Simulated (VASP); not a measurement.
A run of VASP 6.6.1:

POSCAR

```
Mo
1.0
   -1.5838089700      1.5838089700      1.5838089700
    1.5838089700     -1.5838089700      1.5838089700
    1.5838089700      1.5838089700     -1.5838089700
Mo
1
Direct
    0.0000000000      0.0000000000      0.0000000000
```

File INCAR.step1:

```
SYSTEM = Mo
  ALGO = Normal
  EDIFF = 1E-5
  ENCUT = 440
  GGA = PE
  GGA_COMPAT = .FALSE.
  ISMEAR = -1
  LASPH = .TRUE.
  LCHARG = .FALSE.
  LMAXMIX = 4
  LREAL = .FALSE.
  LSORBIT = .TRUE.
  LWAVE = .TRUE.
  MAGMOM = 0 0 0
  NBANDS = 25
  NELM = 200
  PREC = Accurate
  SIGMA = 0.01
```

File INCAR.step2:

```
SYSTEM = Mo
  ALGO = Normal
  EDIFF = 1E-8
  ENCUT = 440
  GGA_COMPAT = .FALSE.
  ISIF = 2
  ISMEAR = -1
  ISTART = 1
  IVDW = 12
  LASPH = .TRUE.
  LCHARG = .FALSE.
  LEFG = .TRUE.
  LMAXMIX = 4
  LMIXTAU = .TRUE.
  LORBIT = 11
  LORBMOM = .TRUE.
  LREAL = .FALSE.
  LSORBIT = .TRUE.
  LWAVE = .FALSE.
  MAGMOM = 0 0 0
  METAGGA = R2SCAN
  NBANDS = 25
  NELM = 200
  PREC = Accurate
  SIGMA = 0.01
  VDW_A1 = 0.49484001
  VDW_A2 = 5.73083694
  VDW_S6 = 1.0
  VDW_S8 = 0.78981345
```

KPOINTS

```
k-points
0
G
  12 12 12
  0 0 0
```

Potentials or basis: VASP PAW PBE potentials, release 64 (Mo_sv).

Launch:

```sh
$ cat potpaw_PBE.64/Mo_sv/POTCAR > POTCAR
$ cp INCAR.step1 INCAR
$ mpirun -np 1 vasp_ncl > vasp.out
$ cp INCAR.step2 INCAR
$ mpirun -np 1 vasp_ncl > vasp.out
```

Hardware: 1 thread of Intel(R) Xeon(R) Platinum 8259CL CPU @ 2.50GHz (Skylake/Cascade Lake) (shared host).

Question: How long does it take, and how much memory?

Answer: It took 5.5 min on 1 thread of Intel(R) Xeon(R) Platinum 8259CL CPU @ 2.50GHz (Skylake/Cascade Lake), on a shared host, peak memory 0.21 GiB. Counts: k points 72.
